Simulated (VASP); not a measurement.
# As in VASP: single point with PBE

Aim: the single point of As with PBE.

Everything below comes from runs of VASP 6.6.1. Logs are shortened: lines on timing, memory, paths and dates and some standing lists are left out, and cuts for length are marked.

**1. The cell of the first run**

The cell holds a slab with vacuum, 8 atoms: a = 3.759 Å, b = 3.759 Å, c = 26.730 Å, α = 90.00°, β = 90.00°, γ = 120.00°.

**2. Single point, PBE**

Input file INCAR:

```
SYSTEM = As
PREC = Accurate ; ENCUT = 520
EDIFF = 1E-6 ; ISMEAR = -1
SIGMA = 0.05 ; LREAL = .False.
LASPH = .True. ; NELM = 80
ALGO = Normal ; ISIF = 2
LWAVE = .False. ; LCHARG = .False.
LDIPOL = .True. ; IDIPOL = 3
DIPOL = 0.5 0.5 0.500 ; GGA = PE
NBANDS = 30
```

Input file KPOINTS:

```
regular mesh
0
Gamma
  8 8 1
  0 0 0
```

Input file POSCAR:

```
As
1.0
    3.7594989150      0.0000000000      0.0000000000
   -1.8797494575      3.2558215659      0.0000000000
    0.0000000000      0.0000000000     26.7304526348
As
8
Direct
    0.3333333333      0.6666666667      0.2805788627
    0.6666666667      0.3333333333      0.3282077844
    0.0000000000      0.0000000000      0.4109833137
    0.3333333333      0.6666666667      0.4586122354
    0.6666666667      0.3333333333      0.5413877646
    0.0000000000      0.0000000000      0.5890166863
    0.3333333333      0.6666666667      0.6717922156
    0.6666666667      0.3333333333      0.7194211373
```

Potentials or basis: VASP PAW PBE potentials, release 64 (As).

Started as:

```
> cat potpaw_PBE.64/As/POTCAR > POTCAR
> mpirun -np 1 vasp_std > vasp.out
```

OUTCAR:

```text
SYSTEM = As
   PREC = Accurate
   ENCUT = 520
   EDIFF = 1E-6
   ISMEAR = -1
   LREAL = .False.
   LASPH = .True.
   NELM = 80
   ISIF = 2
   GGA = PE

 ion  position               nearest neighbor table
   1  0.333  0.667  0.281-   2 2.52   2 2.52   2 2.52
   2  0.667  0.333  0.328-   1 2.52   1 2.52   1 2.52
   3  0.000  0.000  0.411-   4 2.52   4 2.52   4 2.52
   4  0.333  0.667  0.459-   3 2.52   3 2.52   3 2.52
   5  0.667  0.333  0.541-   6 2.52   6 2.52   6 2.52
   6  0.000  0.000  0.589-   5 2.52   5 2.52   5 2.52
   7  0.333  0.667  0.672-   8 2.52   8 2.52   8 2.52
   8  0.667  0.333  0.719-   7 2.52   7 2.52   7 2.52

  LATTYP: Found a hexagonal cell.
 ALAT       =     3.7594989150
 C/A-ratio  =     7.1101104799

  Lattice vectors:

 A1 = (   3.7594989150,   0.0000000000,   0.0000000000)
 A2 = (  -1.8797494575,   3.2558215659,   0.0000000000)
 A3 = (   0.0000000000,   0.0000000000,  26.7304526348)

Analysis of symmetry for initial positions (statically):
=====================================================================
 Subroutine PRICEL returns:
 Original cell was already a primitive cell.

 Routine SETGRP: Setting up the symmetry group for a
 hexagonal supercell.

 Subroutine GETGRP returns: Found 12 space group operations
 (whereof 12 operations were pure point group operations)
 out of a pool of 24 trial point group operations.

The static configuration has the point symmetry D_3d.

Analysis of symmetry for dynamics (positions and initial velocities):
=====================================================================
 Subroutine PRICEL returns:
 Original cell was already a primitive cell.

 Routine SETGRP: Setting up the symmetry group for a
 hexagonal supercell.

 Subroutine GETGRP returns: Found 12 space group operations
 (whereof 12 operations were pure point group operations)
 out of a pool of 24 trial point group operations.

The dynamic configuration has the point symmetry D_3d.

 Subroutine INISYM returns: Found 12 space group operations
 (whereof 12 operations are pure point group operations),
 and found     1 'primitive' translations

----------------------------------------------------------------------------------------

                                     Primitive cell

  volume of cell :     327.1876

  direct lattice vectors                    reciprocal lattice vectors
     3.759498915  0.000000000  0.000000000     0.265992895  0.153571070  0.000000000
    -1.879749457  3.255821566  0.000000000     0.000000000  0.307142139  0.000000000
     0.000000000  0.000000000 26.730452635     0.000000000  0.000000000  0.037410515

  length of vectors
     3.759498915  3.759498915 26.730452635     0.307142139  0.307142139  0.037410515

  position of ions in fractional coordinates (direct lattice)
     0.333333333  0.666666667  0.280578863
     0.666666667  0.333333333  0.328207784
     0.000000000  0.000000000  0.410983314
     0.333333333  0.666666667  0.458612235
     0.666666667  0.333333333  0.541387765
     0.000000000  0.000000000  0.589016686
     0.333333333  0.666666667  0.671792216
     0.666666667  0.333333333  0.719421137

  ion indices of the primitive-cell ions
   primitive index   ion index
                 1           1
                 2           2
                 3           3
                 4           4
                 5           5
                 6           6
                 7           7
                 8           8

----------------------------------------------------------------------------------------

 KPOINTS: regular mesh

Automatic generation of k-mesh.
 Grid dimensions read from file:
 generate k-points for:    8    8    1

 Generating k-lattice:

  Cartesian coordinates                     Fractional coordinates (reciprocal lattice)
     0.033249112  0.019196384  0.000000000     0.125000000  0.000000000  0.000000000
     0.000000000  0.038392767  0.000000000     0.000000000  0.125000000  0.000000000
     0.000000000  0.000000000  0.037410515     0.000000000  0.000000000  1.000000000

  Length of vectors
     0.038392767  0.038392767  0.037410515

  Shift w.r.t. Gamma in fractional coordinates (k-lattice)
     0.000000000  0.000000000  0.000000000

 Subroutine IBZKPT returns following result:
 ===========================================

 Found     10 irreducible k-points:

 Following reciprocal coordinates:
            Coordinates               Weight
  0.000000  0.000000  0.000000      1.000000
  0.125000  0.000000  0.000000      6.000000
  0.250000  0.000000  0.000000      6.000000
  0.375000 -0.000000  0.000000      6.000000
  0.500000  0.000000  0.000000      3.000000
  0.125000  0.125000  0.000000      6.000000
  0.250000  0.125000  0.000000     12.000000
  0.375000  0.125000  0.000000     12.000000
  0.250000  0.250000  0.000000      6.000000
  0.375000  0.250000  0.000000      6.000000
   k-points           NKPTS =     10   k-points in BZ     NKDIM =     10   number of bands    NBANDS=     30
   number of dos      NEDOS =    301   number of ions     NIONS =      8
   total plane-waves  NPLWV = 156800
   dimension x,y,z NGX =    28 NGY =   28 NGZ =  200
   dimension x,y,z NGXF=    56 NGYF=   56 NGZF=  400
   ions per type =               8
   NGX,Y,Z   is equivalent  to a cutoff of  12.38, 12.38, 12.44 a.u.
   NGXF,Y,Z  is equivalent  to a cutoff of  24.76, 24.76, 24.88 a.u.
 SYSTEM =  As
   PREC   = accura    normal or accurate (medium, high low for compatibility)
   ISTART =      0    job   : 0-new  1-cont  2-samecut
   ICHARG =      2    charge: 1-file 2-atom 10-const
   ISPIN  =      1    spin polarized calculation?
   LNONCOLLINEAR =      F non collinear calculations
   LSORBIT =      F    spin-orbit coupling
   LASPH  =      T    aspherical Exc in radial PAW
   ENCUT  =  520.0 eV  38.22 Ry    6.18 a.u.   6.99  6.99 49.70*2*pi/ulx,y,z
   NELM   =     80;   NELMIN=  2; NELMDL= -5     # of ELM steps
   EDIFF  = 0.1E-05   stopping-criterion for ELM
   LREAL  =      F    real-space projection
   EDIFFG = 0.1E-04   stopping-criterion for IOM
   NSW    =      0    number of steps for IOM
   IBRION =     -1    ionic relax: 0-MD 1-quasi-New 2-CG
   NFREE  =      0    steps in history (QN), initial steepest desc. (CG)
   ISIF   =      2    stress and relaxation
   ISYM   =      2    0-nonsym 1-usesym 2-fastsym
   POTIM  = 0.5000    time-step for ionic-motion
   TEBEG  =    0.0;   TEEND  =   0.0 temperature during run
   PSTRESS=    0.0 pullay stress
   NELECT =      40.0000    total number of electrons
   NUPDOWN=      -1.0000    fix difference up-down
   EMIN   =  10.00;   EMAX   =-10.00  energy-range for DOS
   EFERMI =   0.00;   METHOD = LEGACY
   ISMEAR =    -1;   SIGMA  =   0.05  broadening in eV -4-tet -1-fermi 0-gaus
   EFERMI_NEDOS =   21; number of points for ismear=-14 and -15
   IALGO  =     38    algorithm
   IMIX   =      4    mixing-type and parameters
     AMIX     =   0.40;   BMIX     =  1.00
     AMIX_MAG =   1.60;   BMIX_MAG =  1.00
  volume/ion in A,a.u.               =      40.90       276.00
  Fermi-wavevector in a.u.,A,eV,Ry     =   0.812511  1.535423  8.982212  0.660174
  Thomas-Fermi vector in A             =   1.922067
   LORBIT       =      0    0 simple, 1 ext, 2 COOP (PROOUT), +10 PAW based schemes
   GGA     = PE    functional components
   LHFCALC =     F    Hartree Fock is set to
   AEXX    =    0.0000 exact exchange contribution
   IVDW    =     0    specifies the selected vdW correction
   LEPSILON=     F    determine dielectric tensor
   LRPA    =     F    only Hartree local field effects (RPA)
 non-spin polarized calculation
  energy-cutoff  :      520.00
  volume of cell :      327.19
 maximum number of plane-waves:      8851
 NGX is ok and might be reduce to    28
   NGX = 13   NGY = 13   NGZ = 99

 dipolmoment           0.000000      0.000000      0.000000 electrons x Angstroem

 number of electron      40.0000000 magnetization

 dipolmoment           0.000000      0.000000     -0.000000 electrons x Angstroem

 Free energy of the ion-electron system (eV)
  ---------------------------------------------------
  ext. energy  EPLUGINS =         0.00000000
  ---------------------------------------------------
  free energy    TOTEN  =       -37.21089585 eV

  energy without entropy =      -37.19596908  energy(sigma->0) =      -37.20343247

 E-fermi :   0.7870     XC(G=0):  -5.7803

 val. band max:        0.4851317860   @ k =   0.0000   0.0000   0.0000
 cond. band min:       0.8063785304   @ k =   0.5000   0.0000   0.0000
 fundamental gap:      0.3212467444
 Fermi energy:         0.7869568775

 k-point     1 :       0.0000    0.0000    0.0000
  band No.  band energies     occupation
      1     -14.1868      2.00000
      2     -13.8541      2.00000
      3     -13.4133      2.00000
      4     -13.0610      2.00000
      5      -8.8994      2.00000
      6      -7.8685      2.00000
[... 22 lines left out ...]
     29       2.9938      0.00000
     30       2.9938      0.00000

 k-point     2 :       0.1250    0.0000    0.0000
  band No.  band energies     occupation
      1     -13.9934      2.00000
      2     -13.6641      2.00000
      3     -13.2288      2.00000
      4     -12.8824      2.00000
      5      -8.8207      2.00000
      6      -7.8615      2.00000
[... 22 lines left out ...]
     29       3.4112      0.00000
     30       3.7756      0.00000

 k-point     3 :       0.2500    0.0000    0.0000
  band No.  band energies     occupation
      1     -13.4228      2.00000
      2     -13.1065      2.00000
      3     -12.6924      2.00000
      4     -12.3694      2.00000
      5      -8.7675      2.00000
      6      -8.1013      2.00000
[... 220 lines left out ...]
     29       5.0675      0.00000
     30       5.1981      0.00000

 k-point    10 :       0.3750    0.2500    0.0000
  band No.  band energies     occupation
      1     -11.0005      2.00000
      2     -10.9636      2.00000
      3     -10.8451      2.00000
      4     -10.8443      2.00000
      5     -10.2317      2.00000
      6     -10.0294      2.00000
[... 22 lines left out ...]
     29       5.2537      0.00000
     30       5.6977      0.00000

------------------------ aborting loop because EDIFF is reached ----------------------------------------

 vacuum level on the upper side and lower side of the slab       (xc-potential included)        -0.176        -0.176

  FORCE on cell =-STRESS in cart. coord.  units (eV):
  Direction    XX          YY          ZZ          XY          YZ          ZX
  --------------------------------------------------------------------------------------
  -------------------------------------------------------------------------------------
  Total        2.0488336      2.0488336      3.2443498      0.0000000      0.0000000      0.0000000
  in kB       10.0327592     10.0327592     15.8869811      0.0000000      0.0000000      0.0000000
  external PRESSURE =      11.9841665 kB  Pullay stress =       0.0000000 kB

 VOLUME and BASIS-vectors are now :
 -----------------------------------------------------------------------------
  energy-cutoff  :      520.00
  volume of cell :      327.19
      direct lattice vectors                 reciprocal lattice vectors
     3.759498915  0.000000000  0.000000000     0.265992895  0.153571070  0.000000000
    -1.879749457  3.255821566  0.000000000     0.000000000  0.307142139  0.000000000
     0.000000000  0.000000000 26.730452635     0.000000000  0.000000000  0.037410515

 POSITION                                       TOTAL-FORCE (eV/Angst)
 -----------------------------------------------------------------------------------
     -0.00000      2.17055      7.50000        -0.000000      0.000000     -0.516330
      1.87975      1.08527      8.77314        -0.000000      0.000000      0.377342
      0.00000      0.00000     10.98577         0.000000      0.000000     -0.273514
     -0.00000      2.17055     12.25891        -0.000000     -0.000000      0.293754
      1.87975      1.08527     14.47154         0.000000      0.000000     -0.293754
      0.00000      0.00000     15.74468         0.000000      0.000000      0.273514
     -0.00000      2.17055     17.95731         0.000000     -0.000000     -0.377342
      1.87975      1.08527     19.23045         0.000000      0.000000      0.516330
 -----------------------------------------------------------------------------------
    total drift:                                0.000000     -0.000000     -0.000000

  FREE ENERGIE OF THE ION-ELECTRON SYSTEM (eV)
  ---------------------------------------------------
  free  energy   TOTEN  =       -37.2108958528 eV

  energy  without entropy=      -37.1959690812  energy(sigma->0) =      -37.20343247

 vacuum level on the upper side and lower side of the slab         5.095         5.095
```

It took 4.9 min on 1 thread of AMD EPYC 7R13, shared host; peak memory 0.37 GiB.

Results:

```yaml
Free_energy: -37.2109 eV
Largest_force: 0.516 eV/Å
Band_gap_on_the_k_mesh: zero (band 20 reaches 0.82 eV, above the bottom of band 21 at 0.49 eV)
```

Forces on the atoms (eV/Å):
```
As   0.000  0.000 -0.516
As   0.000  0.000  0.377
As   0.000  0.000 -0.274
As   0.000  0.000  0.294
As   0.000  0.000 -0.294
As   0.000  0.000  0.274
As   0.000  0.000 -0.377
As   0.000  0.000  0.516
```

Levels at points of the mesh, in eV from the Fermi level:
| k point | band 16 | band 17 | band 18 | band 19 | band 20 | band 21 | band 22 | band 23 | band 24 | band 25 |
| --- | --- | --- | --- | --- | --- | --- | --- | --- | --- | --- |
| (0.00, 0.00, 0.00) | -1.71 | -1.71 | -1.37 | -0.79 | -0.31 | -0.30 | 0.93 | 0.93 | 1.51 | 1.51 |
| (0.50, 0.00, 0.00) | -3.21 | -3.05 | -2.90 | -2.06 | -1.10 | 0.02 | 0.92 | 1.18 | 1.68 | 1.70 |
